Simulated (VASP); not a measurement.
# GaN (F-43m) in VASP: further runs

The runs below take GaN through relaxation of cell and atoms, single point, with PBEsol, LDA, r2SCAN, PBE.

All numbers are computed with VASP 6.6.1; they aren't measurements. Logs are shortened: lines on timing, memory, paths and dates and some standing lists are left out, and cuts for length are marked.

### 1 The cell of the first run

Symmetry: F-43m, No. 216, cubic system. The conventional cell has a = 4.548 Å, b = 4.548 Å, c = 4.548 Å, α = 90.00°, β = 90.00°, γ = 90.00°. Within 2.6 Å of Ga (site symmetry -43m) lie 4 N at 1.97 Å. Within 2.6 Å of N (site symmetry -43m) lie 4 Ga at 1.97 Å.

### 2 Relaxation of cell and atoms, PBEsol

INCAR

```
SYSTEM = GaN
  PREC = Accurate
  ENCUT = 600
  EDIFF = 1E-6
  ISMEAR = -1
  SIGMA = 0.02
  LREAL = .False.
  LASPH = .True.
  NELM = 60
  ALGO = Normal
  ISIF = 3
  LWAVE = .False.
  LCHARG = .False.
  GGA = PS
  IBRION = 2
  NSW = 80
  EDIFFG = -0.005
```

KPOINTS

```
regular mesh
0
Gamma
  8 8 8
  0 0 0
```

POSCAR

```
GaN
1.0
    0.0000000000      2.2742071969      2.2742071969
    2.2742071969      0.0000000000      2.2742071969
    2.2742071969      2.2742071969      0.0000000000
Ga N
1 1
Direct
    0.0000000000      0.0000000000      0.0000000000
    0.7500000000      0.7500000000      0.7500000000
```

Potentials or basis: VASP PAW PBE potentials, release 64 (Ga_d, N).

The run is started by

```bash
$ cat potpaw_PBE.64/Ga_d/POTCAR potpaw_PBE.64/N/POTCAR > POTCAR
$ mpirun -np 1 vasp_std > vasp.out
```

OUTCAR:

```text
SYSTEM = GaN
   PREC = Accurate
   ENCUT = 600
   EDIFF = 1E-6
   ISMEAR = -1
   LREAL = .False.
   LASPH = .True.
   NELM = 60
   ISIF = 3
   GGA = PS
   IBRION = 2
   NSW = 80
   EDIFFG = -0.005

 ion  position               nearest neighbor table
   1  0.000  0.000  0.000-   2 1.97   2 1.97   2 1.97   2 1.97
   2  0.750  0.750  0.750-   1 1.97   1 1.97   1 1.97   1 1.97

  LATTYP: Found a face centered cubic cell.
 ALAT       =     4.5484143938

  Lattice vectors:

 A1 = (   0.0000000000,   2.2742071969,   2.2742071969)
 A2 = (   2.2742071969,   0.0000000000,   2.2742071969)
 A3 = (   2.2742071969,   2.2742071969,   0.0000000000)

Analysis of symmetry for initial positions (statically):
=====================================================================
 Subroutine PRICEL returns:
 Original cell was already a primitive cell.

 Routine SETGRP: Setting up the symmetry group for a
 face centered cubic supercell.

 Subroutine GETGRP returns: Found 24 space group operations
 (whereof 24 operations were pure point group operations)
 out of a pool of 48 trial point group operations.

The static configuration has the point symmetry T_d .

Analysis of symmetry for dynamics (positions and initial velocities):
=====================================================================
 Subroutine PRICEL returns:
 Original cell was already a primitive cell.

 Routine SETGRP: Setting up the symmetry group for a
 face centered cubic supercell.

 Subroutine GETGRP returns: Found 24 space group operations
 (whereof 24 operations were pure point group operations)
 out of a pool of 48 trial point group operations.

The dynamic configuration has the point symmetry T_d .

 Subroutine INISYM returns: Found 24 space group operations
 (whereof 24 operations are pure point group operations),
 and found     1 'primitive' translations

----------------------------------------------------------------------------------------

                                     Primitive cell

  volume of cell :      23.5245

  direct lattice vectors                    reciprocal lattice vectors
     0.000000000  2.274207197  2.274207197    -0.219856837  0.219856837  0.219856837
     2.274207197  0.000000000  2.274207197     0.219856837 -0.219856837  0.219856837
     2.274207197  2.274207197  0.000000000     0.219856837  0.219856837 -0.219856837

  length of vectors
     3.216214662  3.216214662  3.216214662     0.380803211  0.380803211  0.380803211

  position of ions in fractional coordinates (direct lattice)
     0.000000000  0.000000000  0.000000000
     0.750000000  0.750000000  0.750000000

  ion indices of the primitive-cell ions
   primitive index   ion index
                 1           1
                 2           2

----------------------------------------------------------------------------------------

 KPOINTS: regular mesh

Automatic generation of k-mesh.
 Grid dimensions read from file:
 generate k-points for:    8    8    8

 Generating k-lattice:

  Cartesian coordinates                     Fractional coordinates (reciprocal lattice)
    -0.027482105  0.027482105  0.027482105     0.125000000  0.000000000  0.000000000
     0.027482105 -0.027482105  0.027482105     0.000000000  0.125000000  0.000000000
     0.027482105  0.027482105 -0.027482105     0.000000000  0.000000000  0.125000000

  Length of vectors
     0.047600401  0.047600401  0.047600401

  Shift w.r.t. Gamma in fractional coordinates (k-lattice)
     0.000000000  0.000000000  0.000000000

 Subroutine IBZKPT returns following result:
 ===========================================

 Found     29 irreducible k-points:

 Following reciprocal coordinates:
            Coordinates               Weight
  0.000000  0.000000  0.000000      1.000000
  0.125000  0.000000  0.000000      8.000000
  0.250000  0.000000  0.000000      8.000000
  0.375000  0.000000  0.000000      8.000000
  0.500000  0.000000  0.000000      4.000000
  0.125000  0.125000  0.000000      6.000000
[... 16 lines left out ...]
  0.500000  0.250000  0.125000     48.000000
 -0.375000  0.250000  0.125000     24.000000
 [... further k-points ...]
   k-points           NKPTS =     29   k-points in BZ     NKDIM =     29   number of bands    NBANDS=     13
   number of dos      NEDOS =    301   number of ions     NIONS =      2
   total plane-waves  NPLWV =  21952
   dimension x,y,z NGX =    28 NGY =   28 NGZ =   28
   dimension x,y,z NGXF=    56 NGYF=   56 NGZF=   56
   ions per type =               1   1
   NGX,Y,Z   is equivalent  to a cutoff of  14.47, 14.47, 14.47 a.u.
   NGXF,Y,Z  is equivalent  to a cutoff of  28.95, 28.95, 28.95 a.u.
 SYSTEM =  GaN
   PREC   = accura    normal or accurate (medium, high low for compatibility)
   ISTART =      0    job   : 0-new  1-cont  2-samecut
   ICHARG =      2    charge: 1-file 2-atom 10-const
   ISPIN  =      1    spin polarized calculation?
   LNONCOLLINEAR =      F non collinear calculations
   LSORBIT =      F    spin-orbit coupling
   LASPH  =      T    aspherical Exc in radial PAW
   ENCUT  =  600.0 eV  44.10 Ry    6.64 a.u.   6.42  6.42  6.42*2*pi/ulx,y,z
   NELM   =     60;   NELMIN=  2; NELMDL= -5     # of ELM steps
   EDIFF  = 0.1E-05   stopping-criterion for ELM
   LREAL  =      F    real-space projection
   EDIFFG = -.5E-02   stopping-criterion for IOM
   NSW    =     80    number of steps for IOM
   IBRION =      2    ionic relax: 0-MD 1-quasi-New 2-CG
   NFREE  =      1    steps in history (QN), initial steepest desc. (CG)
   ISIF   =      3    stress and relaxation
   ISYM   =      2    0-nonsym 1-usesym 2-fastsym
   POTIM  = 0.5000    time-step for ionic-motion
   TEBEG  =    0.0;   TEEND  =   0.0 temperature during run
   PSTRESS=    0.0 pullay stress
   NELECT =      18.0000    total number of electrons
   NUPDOWN=      -1.0000    fix difference up-down
   EMIN   =  10.00;   EMAX   =-10.00  energy-range for DOS
   EFERMI =   0.00;   METHOD = LEGACY
   ISMEAR =    -1;   SIGMA  =   0.02  broadening in eV -4-tet -1-fermi 0-gaus
   EFERMI_NEDOS =   21; number of points for ismear=-14 and -15
   IALGO  =     38    algorithm
   IMIX   =      4    mixing-type and parameters
     AMIX     =   0.40;   BMIX     =  1.00
     AMIX_MAG =   1.60;   BMIX_MAG =  1.00
  volume/ion in A,a.u.               =      11.76        79.38
  Fermi-wavevector in a.u.,A,eV,Ry     =   1.497358  2.829596 30.505362  2.242081
  Thomas-Fermi vector in A             =   2.609256
   LORBIT       =      0    0 simple, 1 ext, 2 COOP (PROOUT), +10 PAW based schemes
   GGA     = PS    functional components
   LHFCALC =     F    Hartree Fock is set to
   AEXX    =    0.0000 exact exchange contribution
   IVDW    =     0    specifies the selected vdW correction
   LEPSILON=     F    determine dielectric tensor
   LRPA    =     F    only Hartree local field effects (RPA)
 conjugate gradient relaxation of ions
 non-spin polarized calculation
  energy-cutoff  :      600.00
  volume of cell :       23.52
 maximum number of plane-waves:       817
 NGX is ok and might be reduce to    28
   NGX = 13   NGY = 13   NGZ = 13

--------------------------------------- Ionic step        1  -------------------------------------------

 number of electron      18.0000002 magnetization

 Free energy of the ion-electron system (eV)
  ---------------------------------------------------
  ext. energy  EPLUGINS =         0.00000000
  ---------------------------------------------------
  free energy    TOTEN  =       -13.10870159 eV

  energy without entropy =      -13.10870159  energy(sigma->0) =      -13.10870159

------------------------ aborting loop because EDIFF is reached ----------------------------------------

  FORCE on cell =-STRESS in cart. coord.  units (eV):
  Direction    XX          YY          ZZ          XY          YZ          ZX
  --------------------------------------------------------------------------------------
  -------------------------------------------------------------------------------------
  Total       -0.9113911     -0.9113911     -0.9113911     -0.0000000      0.0000000      0.0000000
  in kB      -62.0719358    -62.0719358    -62.0719358     -0.0000000      0.0000000      0.0000000
  external PRESSURE =     -62.0719358 kB  Pullay stress =       0.0000000 kB

 VOLUME and BASIS-vectors are now :
 -----------------------------------------------------------------------------
  energy-cutoff  :      600.00
  volume of cell :       23.52
      direct lattice vectors                 reciprocal lattice vectors
     0.000000000  2.274207197  2.274207197    -0.219856837  0.219856837  0.219856837
     2.274207197  0.000000000  2.274207197     0.219856837 -0.219856837  0.219856837
     2.274207197  2.274207197  0.000000000     0.219856837  0.219856837 -0.219856837
[... 181 lines left out ...]
 POSITION                                       TOTAL-FORCE (eV/Angst)
 -----------------------------------------------------------------------------------
      4.49635      4.49635      4.49635        -0.000000      0.000000      0.000000
      3.37226      3.37226      3.37226         0.000000     -0.000000     -0.000000
 -----------------------------------------------------------------------------------
    total drift:                               -0.000000     -0.000000     -0.000000

  FREE ENERGIE OF THE ION-ELECTRON SYSTEM (eV)
  ---------------------------------------------------
  free  energy   TOTEN  =       -13.1250908241 eV

  energy  without entropy=      -13.1250908241  energy(sigma->0) =      -13.12509082

--------------------------------------- Ionic step        7  -------------------------------------------

 number of electron      18.0000004 magnetization

 Free energy of the ion-electron system (eV)
  ---------------------------------------------------
  ext. energy  EPLUGINS =         0.00000000
  ---------------------------------------------------
  free energy    TOTEN  =       -13.12509438 eV

  energy without entropy =      -13.12509438  energy(sigma->0) =      -13.12509438

 E-fermi :   5.6378     XC(G=0): -11.9409

 val. band max:        5.2290243701   @ k =   0.0000   0.0000   0.0000
 cond. band min:       6.9582574871   @ k =   0.0000   0.0000   0.0000
 fundamental gap:      1.7292331170
 Fermi energy:         5.6378088521

 k-point     1 :       0.0000    0.0000    0.0000
  band No.  band energies     occupation
      1     -10.7663      2.00000
      2      -8.1816      2.00000
      3      -8.1816      2.00000
      4      -8.1816      2.00000
      5      -7.8490      2.00000
      6      -7.8490      2.00000
      7       5.2290      2.00000
      8       5.2290      2.00000
      9       5.2290      2.00000
     10       6.9583      0.00000
     11      15.4764      0.00000
     12      15.4764      0.00000
     13      15.4764      0.00000

 k-point     2 :       0.1250    0.0000    0.0000
  band No.  band energies     occupation
      1     -10.5913      2.00000
      2      -8.1603      2.00000
      3      -8.1603      2.00000
      4      -8.1205      2.00000
      5      -7.8508      2.00000
      6      -7.8508      2.00000
      7       3.6897      2.00000
      8       5.0632      2.00000
      9       5.0632      2.00000
     10       8.1049      0.00000
     11      14.7631      0.00000
[... 339 lines left out ...]
 k-point    24 :      -0.3750    0.2500    0.1250
  band No.  band energies     occupation
      1      -9.6950      2.00000
      2      -8.0746      2.00000
      3      -8.0097      2.00000
      4      -7.8710      2.00000
      5      -7.8153      2.00000
      6      -6.2809      2.00000
      7      -1.2948      2.00000
      8       2.1668      2.00000
      9       3.4198      2.00000
     10      11.8501      0.00000
     11      12.1520      0.00000
     12      15.2704      0.00000
     13      16.8824      0.00000

 [... further k-points ...]

------------------------ aborting loop because EDIFF is reached ----------------------------------------

  FORCE on cell =-STRESS in cart. coord.  units (eV):
  Direction    XX          YY          ZZ          XY          YZ          ZX
  --------------------------------------------------------------------------------------
  -------------------------------------------------------------------------------------
  Total       -0.0076679     -0.0076679     -0.0076679      0.0000000      0.0000000     -0.0000000
  in kB       -0.5406674     -0.5406674     -0.5406674      0.0000000      0.0000000     -0.0000000
  external PRESSURE =      -0.5406674 kB  Pullay stress =       0.0000000 kB

 VOLUME and BASIS-vectors are now :
 -----------------------------------------------------------------------------
  energy-cutoff  :      600.00
  volume of cell :       22.72
      direct lattice vectors                 reciprocal lattice vectors
     0.000000000  2.248067337  2.248067337    -0.222413267  0.222413267  0.222413267
     2.248067337  0.000000000  2.248067337     0.222413267 -0.222413267  0.222413267
     2.248067337  2.248067337  0.000000000     0.222413267  0.222413267 -0.222413267

 POSITION                                       TOTAL-FORCE (eV/Angst)
 -----------------------------------------------------------------------------------
      0.00000      0.00000      0.00000        -0.000000      0.000000      0.000000
      3.37210      3.37210      3.37210         0.000000     -0.000000     -0.000000
 -----------------------------------------------------------------------------------
    total drift:                               -0.000000     -0.000000     -0.000000

  FREE ENERGIE OF THE ION-ELECTRON SYSTEM (eV)
  ---------------------------------------------------
  free  energy   TOTEN  =       -13.1250943786 eV

  energy  without entropy=      -13.1250943786  energy(sigma->0) =      -13.12509438

 reached required accuracy - stopping structural energy minimisation
```

Run time: 33 s. Hardware: 1 thread of Intel Xeon 6975P-C (Granite Rapids), shared host; peak memory 0.17 GiB.

What came out:

| Item | Value |
| --- | --- |
| Free energy | -13.1251 eV |
| Relaxed volume | 11.36 Å³/atom |
| Relaxed cell | a = 3.179 Å, b = 3.179 Å, c = 3.179 Å, α = 60.00°, β = 60.00°, γ = 60.00° |
| Space group after relaxing (to 0.05 Å) | F-43m (No. 216) |
| Energy gained by relaxing | 8.2 meV/atom |
| Ionic steps | 7 |
| Pressure after relaxing | -0.1 GPa |
| Band gap on the k mesh | 1.73 eV, direct |

The path:
| step | energy change (eV) | largest force (eV/Å) | pressure (GPa) | volume (Å³) |
| --- | --- | --- | --- | --- |
| 1 | 0.0000 | 0.0000 | -6.21 | 23.52 |
| 2 | -0.0031 | 0.0000 | 6.21 | 22.01 |
| 3 | -0.0164 | 0.0000 | 0.35 | 22.71 |
| 4 | -0.0163 | 0.0000 | -0.44 | 22.75 |
| 5 | -0.0164 | 0.0000 | -0.18 | 22.73 |
| 6 | -0.0164 | 0.0000 | -0.21 | 22.73 |
| 7 | -0.0164 | 0.0000 | -0.05 | 22.72 |

Final structure:
```
CELL_PARAMETERS angstrom
0.00000 2.24807 2.24807
2.24807 0.00000 2.24807
2.24807 2.24807 0.00000
ATOMIC_POSITIONS crystal
Ga 0.00000 0.00000 0.00000
N 0.75000 0.75000 0.75000
```

Caveat: the PAW data sets were made with another functional, which shifts forces and pressure a little.

### 3 Relaxation of cell and atoms, LDA

INCAR

```
SYSTEM = GaN
ALGO = Normal
EDIFF = 1E-6
EDIFFG = -0.005
ENCUT = 600
IBRION = 2
ISIF = 3
ISMEAR = -1
LASPH = .True.
LCHARG = .False.
LREAL = .False.
LWAVE = .False.
NELM = 60
NSW = 80
PREC = Accurate
SIGMA = 0.02
```

KPOINTS

```
k-points
0
Gamma
  8 8 8
  0 0 0
```

POSCAR is that of step 2.

Potentials or basis: VASP PAW LDA potentials, release 64 (Ga_d, N).

The run is started by

```bash
$ cat potpaw_LDA.64/Ga_d/POTCAR potpaw_LDA.64/N/POTCAR > POTCAR
$ mpirun -np 1 vasp_std > vasp.out
```

OUTCAR:

```text
SYSTEM = GaN
   EDIFF = 1E-6
   EDIFFG = -0.005
   ENCUT = 600
   IBRION = 2
   ISIF = 3
   ISMEAR = -1
   LASPH = .True.
   LREAL = .False.
   NELM = 60
   NSW = 80
   PREC = Accurate

 ion  position               nearest neighbor table
   1  0.000  0.000  0.000-   2 1.97   2 1.97   2 1.97   2 1.97
   2  0.750  0.750  0.750-   1 1.97   1 1.97   1 1.97   1 1.97

  LATTYP: Found a face centered cubic cell.
 ALAT       =     4.5484143938

  Lattice vectors:

 A1 = (   0.0000000000,   2.2742071969,   2.2742071969)
 A2 = (   2.2742071969,   0.0000000000,   2.2742071969)
 A3 = (   2.2742071969,   2.2742071969,   0.0000000000)

Analysis of symmetry for initial positions (statically):
=====================================================================
 Subroutine PRICEL returns:
 Original cell was already a primitive cell.
[... 376 lines left out ...]
      5      -7.8802      2.00000
      6      -7.8802      2.00000
      7       5.3562      2.00000
      8       5.3562      2.00000
      9       5.3562      2.00000
     10       7.2922      0.00000
     11      15.6472      0.00000
     12      15.6472      0.00000
     13      15.6472      0.00000
[... 354 lines left out ...]
  band No.  band energies     occupation
      1      -9.6443      2.00000
      2      -8.1173      2.00000
      3      -8.0485      2.00000
      4      -7.9039      2.00000
      5      -7.8447      2.00000
      6      -6.1566      2.00000
      7      -1.3032      2.00000
      8       2.2320      2.00000
      9       3.4958      2.00000
     10      12.0933      0.00000
     11      12.3220      0.00000
     12      15.4809      0.00000
     13      17.0859      0.00000

 [... further k-points ...]

------------------------ aborting loop because EDIFF is reached ----------------------------------------

  FORCE on cell =-STRESS in cart. coord.  units (eV):
  Direction    XX          YY          ZZ          XY          YZ          ZX
  --------------------------------------------------------------------------------------
  -------------------------------------------------------------------------------------
  Total       -0.0069983     -0.0069983     -0.0069983     -0.0000000      0.0000000     -0.0000000
  in kB       -0.5043192     -0.5043192     -0.5043192     -0.0000000      0.0000000     -0.0000000
  external PRESSURE =      -0.5043192 kB  Pullay stress =       0.0000000 kB
[... 17 lines left out ...]
  FREE ENERGIE OF THE ION-ELECTRON SYSTEM (eV)
  ---------------------------------------------------
  free  energy   TOTEN  =       -13.9457398436 eV

  energy  without entropy=      -13.9457398436  energy(sigma->0) =      -13.94573984

 reached required accuracy - stopping structural energy minimisation
```

Run time: 35 s. Hardware: 1 thread of Intel Xeon 6975P-C (Granite Rapids), shared host; peak memory 0.16 GiB.

Results:

```yaml
Free_energy: -13.9457 eV
Relaxed_volume: 11.12 Å³/atom
Relaxed_cell: a = 3.156 Å, b = 3.156 Å, c = 3.156 Å, α = 60.00°, β = 60.00°, γ = 60.00°
Space_group_after_relaxing_to_0.05_Å: F-43m (No. 216)
Energy_gained_by_relaxing: 21.9 meV/atom
Ionic_steps: 15
Pressure_after_relaxing: -0.1 GPa
Band_gap_on_the_k_mesh: 1.94 eV, direct
```

Step by step:
| step | energy change (eV) | largest force (eV/Å) | pressure (GPa) | volume (Å³) |
| --- | --- | --- | --- | --- |
| 1 | 0.0000 | 0.0000 | -10.16 | 23.52 |
| 2 | -0.0033 | 0.0000 | 11.98 | 21.07 |
| 3 | -0.0438 | 0.0000 | 0.54 | 22.22 |
| 4 | -0.0436 | 0.0000 | -0.70 | 22.28 |
| 5 | -0.0437 | 0.0000 | -0.28 | 22.25 |
| 6 | -0.0438 | 0.0000 | -0.33 | 22.25 |
| 7 | -0.0438 | 0.0000 | -0.24 | 22.24 |
| 8 | -0.0438 | 0.0000 | -0.26 | 22.24 |
| 9 | -0.0438 | 0.0000 | -0.27 | 22.24 |
| 10 | -0.0438 | 0.0000 | -0.26 | 22.24 |
| 11 | -0.0438 | 0.0000 | -0.26 | 22.24 |
| 12 | -0.0438 | 0.0000 | -0.27 | 22.24 |
| 13 | -0.0438 | 0.0000 | -0.09 | 22.24 |
| 14 | -0.0438 | 0.0000 | -0.23 | 22.24 |
| 15 | -0.0438 | 0.0000 | -0.05 | 22.23 |

Final structure:
```yaml
crystal:
  lattice:
    - [0.00000, 2.23180, 2.23180]
    - [2.23180, 0.00000, 2.23180]
    - [2.23180, 2.23180, 0.00000]
  atoms:
    - { symbol: Ga, position: [0.00000, 0.00000, 0.00000] }
    - { symbol: N, position: [0.75000, 0.75000, 0.75000] }
```

[end of part 1 of 2]
